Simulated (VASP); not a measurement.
# As (P6/mmm) in VASP: notebook

Runs on As. Level: PBE. Tasks: relaxation of cell and atoms.

All numbers are computed with VASP 6.6.1; they aren't measurements. Logs are shortened: lines on timing, memory, paths and dates and some standing lists are left out, and cuts for length are marked.

### 1 The cell of the first run

Symmetry: P6/mmm, No. 191, hexagonal system. Conventional cell: a = 4.081 Å, b = 4.081 Å, c = 2.414 Å, α = 90.00°, β = 90.00°, γ = 120.00°. Within 3.2 Å of As (site symmetry 6/mmm) lie 14 As at 2.41 to 2.65 Å. Within 3.1 Å of As (site symmetry -6m2) lie 11 As at 2.36 to 2.65 Å.

### 2 Relaxation of cell and atoms, PBE, target pressure 120 GPa, at which the enthalpy is minimised

INCAR reads:

```
  PREC = Accurate
  ENCUT = 600
  EDIFF = 1E-7
  ISMEAR = -1
  SIGMA = 0.05
  LREAL = F
  LASPH = T
  NELM = 100
  ALGO = Normal
  ISIF = 3
  LWAVE = F
  LCHARG = F
  GGA = PE
  IBRION = 2
  NSW = 32
  EDIFFG = -0.005
  PSTRESS = 1200.0
```

KPOINTS reads:

```
regular mesh
0
Gamma
  9 9 13
```

POSCAR reads:

```
As
1.0
    4.0812307362      0.0000000000      0.0000000000
   -2.0406153681      3.5344494963      0.0000000000
    0.0000000000      0.0000000000      2.4135198600
As
3
Direct
    0.0000000000      0.0000000000      0.0000000000
    0.3333333333      0.6666666667      0.5000000000
    0.6666666667      0.3333333333      0.5000000000
```

Potentials or basis: VASP PAW PBE potentials, release 64 (As).

Started as:

```console
$ cat potpaw_PBE.64/As/POTCAR > POTCAR
$ mpirun -np 1 vasp_std > vasp.out
```

OUTCAR:

```text
PREC = Accurate
   ENCUT = 600
   EDIFF = 1E-7
   ISMEAR = -1
   LREAL = F
   LASPH = T
   NELM = 100
   ISIF = 3
   GGA = PE
   IBRION = 2
   NSW = 32
   EDIFFG = -0.005
   PSTRESS = 1200.0

 ion  position               nearest neighbor table
   1  0.000  0.000  0.000-   2 2.65   3 2.65   2 2.65   3 2.65   3 2.65   3 2.65   2 2.65   2 2.65
                             3 2.65   3 2.65   2 2.65   2 2.65
   2  0.333  0.667  0.500-   3 2.36   3 2.36   3 2.36   1 2.65   1 2.65   1 2.65   1 2.65   1 2.65
                             1 2.65
   3  0.667  0.333  0.500-   2 2.36   2 2.36   2 2.36   1 2.65   1 2.65   1 2.65   1 2.65   1 2.65
                             1 2.65

  LATTYP: Found a hexagonal cell.
 ALAT       =     4.0812307362
 C/A-ratio  =     0.5913705977

  Lattice vectors:

 A1 = (   4.0812307362,   0.0000000000,   0.0000000000)
 A2 = (  -2.0406153681,   3.5344494963,   0.0000000000)
 A3 = (   0.0000000000,   0.0000000000,   2.4135198600)

Analysis of symmetry for initial positions (statically):
=====================================================================
 Subroutine PRICEL returns:
 Original cell was already a primitive cell.

 Routine SETGRP: Setting up the symmetry group for a
 hexagonal supercell.

 Subroutine GETGRP returns: Found 24 space group operations
 (whereof 24 operations were pure point group operations)
 out of a pool of 24 trial point group operations.

The static configuration has the point symmetry D_6h.

Analysis of symmetry for dynamics (positions and initial velocities):
=====================================================================
 Subroutine PRICEL returns:
 Original cell was already a primitive cell.

 Routine SETGRP: Setting up the symmetry group for a
 hexagonal supercell.

 Subroutine GETGRP returns: Found 24 space group operations
 (whereof 24 operations were pure point group operations)
 out of a pool of 24 trial point group operations.

The dynamic configuration has the point symmetry D_6h.

 Subroutine INISYM returns: Found 24 space group operations
 (whereof 24 operations are pure point group operations),
 and found     1 'primitive' translations

----------------------------------------------------------------------------------------

                                     Primitive cell

  volume of cell :      34.8148
[... 99 lines left out ...]
   POTIM  = 0.5000    time-step for ionic-motion
   TEBEG  =    0.0;   TEEND  =   0.0 temperature during run
   PSTRESS= 1200.0 pullay stress
   NELECT =      15.0000    total number of electrons
   NUPDOWN=      -1.0000    fix difference up-down
   EMIN   =  10.00;   EMAX   =-10.00  energy-range for DOS
   EFERMI =   0.00;   METHOD = LEGACY
   ISMEAR =    -1;   SIGMA  =   0.05  broadening in eV -4-tet -1-fermi 0-gaus
   EFERMI_NEDOS =   21; number of points for ismear=-14 and -15
   IALGO  =     38    algorithm
   IMIX   =      4    mixing-type and parameters
     AMIX     =   0.40;   BMIX     =  1.00
     AMIX_MAG =   1.60;   BMIX_MAG =  1.00
  volume/ion in A,a.u.               =      11.60        78.31
  Fermi-wavevector in a.u.,A,eV,Ry     =   1.236471  2.336592 20.801415  1.528861
  Thomas-Fermi vector in A             =   2.371078
   LORBIT       =      0    0 simple, 1 ext, 2 COOP (PROOUT), +10 PAW based schemes
   GGA     = PE    functional components
   LHFCALC =     F    Hartree Fock is set to
   AEXX    =    0.0000 exact exchange contribution
   IVDW    =     0    specifies the selected vdW correction
   LEPSILON=     F    determine dielectric tensor
   LRPA    =     F    only Hartree local field effects (RPA)
 conjugate gradient relaxation of ions
 non-spin polarized calculation
  energy-cutoff  :      600.00
  volume of cell :       34.81
 maximum number of plane-waves:      1186
 NGX is ok and might be reduce to    36
   NGX = 17   NGY = 17   NGZ =  9

--------------------------------------- Ionic step        1  -------------------------------------------

 number of electron      15.0000002 magnetization

 Free energy of the ion-electron system (eV)
  ---------------------------------------------------
  ext. energy  EPLUGINS =         0.00000000
  ---------------------------------------------------
  free energy    TOTEN  =        -7.09233425 eV

  energy without entropy =       -7.08543352  energy(sigma->0) =       -7.08888389

------------------------ aborting loop because EDIFF is reached ----------------------------------------

  FORCE on cell =-STRESS in cart. coord.  units (eV):
  Direction    XX          YY          ZZ          XY          YZ          ZX
  --------------------------------------------------------------------------------------
  -------------------------------------------------------------------------------------
  Total       26.7874303     26.7874303     26.7546847      0.0000000      0.0000000      0.0000000
  in kB     1232.7580041   1232.7580041   1231.2510481      0.0000000      0.0000000      0.0000000
  external PRESSURE =      32.2556854 kB  Pullay stress =    1200.0000000 kB
[... 65 lines left out ...]
--------------------------------------- Ionic step        3  -------------------------------------------

 number of electron      15.0000001 magnetization

 Free energy of the ion-electron system (eV)
  ---------------------------------------------------
  ext. energy  EPLUGINS =         0.00000000
  ---------------------------------------------------
  free energy    TOTEN  =        -7.26134827 eV

  energy without entropy =       -7.25460382  energy(sigma->0) =       -7.25797604

 E-fermi :  13.5445     XC(G=0): -13.0423

 val. band max:       13.5082285162   @ k =   0.1111   0.1111   0.3846
 cond. band min:      13.5801898692   @ k =   0.3333   0.1111   0.0769
 fundamental gap:      0.0719613530
 Fermi energy:        13.5444943298

 k-point     1 :       0.0000    0.0000    0.0000
  band No.  band energies     occupation
      1      -7.4075      2.00000
      2       3.3681      2.00000
      3       3.4617      2.00000
      4       5.4072      2.00000
      5       5.4072      2.00000
      6       5.7206      2.00000
      7       5.7206      2.00000
      8      16.7283      0.00000
      9      21.0974      0.00000
     10      24.2479      0.00000
     11      24.2479      0.00000
[... 309 lines left out ...]
 k-point    24 :       0.3333    0.3333    0.0769
  band No.  band energies     occupation
      1      -3.2556      2.00000
      2      -3.2556      2.00000
      3      -3.1043      2.00000
      4       8.7070      2.00000
      5       9.1045      2.00000
      6       9.1045      2.00000
      7      17.5121      0.00000
      8      17.5121      0.00000
      9      18.6402      0.00000
     10      19.0746      0.00000
     11      19.6242      0.00000

 [... further k-points ...]
[... 5 lines left out ...]
  --------------------------------------------------------------------------------------
  -------------------------------------------------------------------------------------
  Total       26.2382993     26.2382993     26.2380510      0.0000000      0.0000000     -0.0000000
  in kB     1199.8108980   1199.8108980   1199.7995443      0.0000000      0.0000000     -0.0000000
  external PRESSURE =      -0.1928866 kB  Pullay stress =    1200.0000000 kB
[... 22 lines left out ...]
  energy  without entropy=       -7.2546038170  energy(sigma->0) =       -7.25797604

  enthalpy is  TOTEN    =        18.9810864538 eV   P V=       26.2424347236

 reached required accuracy - stopping structural energy minimisation
```

OSZICAR:

```text
N       E                     dE             d eps       ncg     rms          rms(c)
DAV:   1     0.624156625917E+02    0.62416E+02   -0.75106E+03  1848   0.135E+03
DAV:   2    -0.394071328274E+01   -0.66356E+02   -0.62146E+02  2330   0.194E+02
[... 25 lines left out ...]
DAV:   3    -0.726135310644E+01    0.33403E-02   -0.43534E-03  1941   0.468E-01    0.673E-02
DAV:   4    -0.726135370541E+01   -0.59897E-06   -0.30888E-05  2168   0.538E-02    0.512E-02
DAV:   5    -0.726134886643E+01    0.48390E-05   -0.56505E-06  2082   0.210E-02    0.291E-03
DAV:   6    -0.726134866039E+01    0.20604E-06   -0.18370E-07  1557   0.419E-03    0.202E-03
DAV:   7    -0.726134823113E+01    0.42926E-06   -0.46110E-08  1017   0.166E-03    0.847E-04
DAV:   8    -0.726134826972E+01   -0.38590E-07   -0.56715E-09  1002   0.753E-04
   3 F= 0.18981086E+02 E0= 0.18984459E+02  d E =-.218886E-02
```

CONTCAR:

```text
As
   1.00000000000000
     4.0900510591272310    0.0000000000000000    0.0000000000000000
    -2.0450255295636155    3.5420881200319703    0.0000000000000000
     0.0000000000000000    0.0000000000000000    2.4184959859962651
  As
     3
Direct
     0.0000000000000000    0.0000000000000000    0.0000000000000000
     0.3333333332999970    0.6666666667000030    0.5000000000000000
     0.6666666667000030    0.3333333332999970    0.5000000000000000

  0.00000000E+00  0.00000000E+00  0.00000000E+00
  0.00000000E+00  0.00000000E+00  0.00000000E+00
  0.00000000E+00  0.00000000E+00  0.00000000E+00
```

Wall time 61 s (1 thread of Intel Xeon 6975P-C, shared host); peak memory 0.19 GiB.

What came out:

| Property | Result |
| --- | --- |
| Free energy | -7.2613 eV |
| Relaxed volume | 11.68 Å³/atom |
| Relaxed cell | a = 4.090 Å, b = 4.090 Å, c = 2.418 Å, α = 90.00°, β = 90.00°, γ = 120.00° |
| Space group after relaxing (to 0.05 Å) | P6/mmm (No. 191) |
| Energy change on relaxing (the enthalpy is what falls) | -56.3 meV/atom |
| Ionic steps | 3 |
| Pressure after relaxing | 120.0 GPa |

The path:
| step | energy change (eV) | largest force (eV/Å) | pressure (GPa) | volume (Å³) |
| --- | --- | --- | --- | --- |
| 1 | 0.0000 | 0.0000 | 123.23 | 34.81 |
| 2 | -0.8530 | 0.0000 | 106.76 | 36.01 |
| 3 | -0.1690 | 0.0000 | 119.98 | 35.04 |

Final structure:
```yaml
crystal:
  lattice:
    - [4.09005, 0.00000, 0.00000]
    - [-2.04503, 3.54209, 0.00000]
    - [0.00000, 0.00000, 2.41850]
  atoms:
    - { symbol: As, position: [0.00000, 0.00000, 0.00000] }
    - { symbol: As, position: [0.33333, 0.66667, 0.50000] }
    - { symbol: As, position: [0.66667, 0.33333, 0.50000] }
```

Levels at points of the mesh, in eV from the Fermi level:
```csv
k point,band 5,band 6,band 7,band 8,band 9,band 10,band 11
"(0.00, 0.00, 0.00)",-8.14,-7.82,-7.82,3.18,7.55,10.70,10.70
```

Caveat: the cell is relaxed towards a set pressure, so the enthalpy falls and the energy may rise; the bands computed are all filled at some k points, so no gap is given.

### 3 Relaxation of cell and atoms, PBE, target pressure 120 GPa, at which the enthalpy is minimised

This run uses another cell than the first one, of 11.66 Å³/atom, 1.005 times its volume.

INCAR reads:

```
SYSTEM = As
ALGO = Normal
EDIFF = 1E-7
EDIFFG = -0.005
ENCUT = 600
GGA = PE
IBRION = 2
ISIF = 3
ISMEAR = -1
LASPH = .True.
LCHARG = .False.
LREAL = .False.
LWAVE = .False.
NELM = 100
NSW = 60
PREC = Accurate
PSTRESS = 1200.0
SIGMA = 0.05
```

KPOINTS reads:

```
k-points
0
Gamma
  9 9 13
  0 0 0
```

POSCAR reads:

```
As
1.0
    4.0235188092      0.0000000000      0.0000000000
   -2.0117594046      3.4844695013      0.0000000000
    0.0000000000      0.0000000000      2.4945816617
As
3
Direct
    0.0000000000      0.0000000000      0.0000000000
    0.3333333333      0.6666666667      0.5000000000
    0.6666666667      0.3333333333      0.5000000000
```

Potentials or basis: VASP PAW PBE potentials, release 64 (As).

Started as:

```console
$ cat potpaw_PBE.64/As/POTCAR > POTCAR
$ mpirun -np 1 vasp_std > vasp.out
```

Wall time 1.8 min (1 thread of Intel Xeon 6975P-C, shared host); peak memory 0.18 GiB.

Results (log left out):

| Property | Result |
| --- | --- |
| Free energy | -7.2580 eV |
| Relaxed volume | 11.68 Å³/atom |
| Relaxed cell | a = 4.090 Å, b = 4.090 Å, c = 2.418 Å, α = 90.00°, β = 90.00°, γ = 120.00° |
| Space group after relaxing (to 0.05 Å) | P6/mmm (No. 191) |
| Energy change on relaxing (the enthalpy is what falls) | -39.1 meV/atom |
| Ionic steps | 9 |
| Pressure after relaxing | 120.0 GPa |

The path:
| step | energy change (eV) | largest force (eV/Å) | pressure (GPa) | volume (Å³) |
| --- | --- | --- | --- | --- |
| 1 | 0.0000 | 0.0000 | 121.73 | 34.97 |
| 2 | -0.4902 | 0.0000 | 112.49 | 35.57 |
| 3 | -0.3748 | 0.0000 | 115.14 | 35.39 |
| 4 | 0.8512 | 0.0000 | 138.26 | 33.87 |
| 5 | -0.1540 | 0.0000 | 119.33 | 35.08 |
| 6 | -0.1401 | 0.0000 | 119.59 | 35.06 |
| 7 | -0.1353 | 0.0000 | 119.69 | 35.06 |
| 8 | -0.0885 | 0.0000 | 120.61 | 34.99 |
| 9 | -0.1173 | 0.0000 | 120.05 | 35.03 |

Final structure:
```xyz
3
Lattice="4.0899 0.0000 0.0000 -2.0450 3.5420 0.0000 0.0000 0.0000 2.4184" Properties=species:S:1:pos:R:3 pbc="T T T"
As    0.0000    0.0000    0.0000
As    0.0000    2.3613    1.2092
As    2.0450    1.1807    1.2092
```

Levels at points of the mesh, in eV from the Fermi level:
```
           k point  band 5  band 6  band 7  band 8  band 9  band 10  band 11
(0.00, 0.00, 0.00)   -8.14   -7.83   -7.83    3.19    7.55    10.70    10.70
```

Caveat: the cell is relaxed towards a set pressure, so the enthalpy falls and the energy may rise; the bands computed are all filled at some k points, so no gap is given.
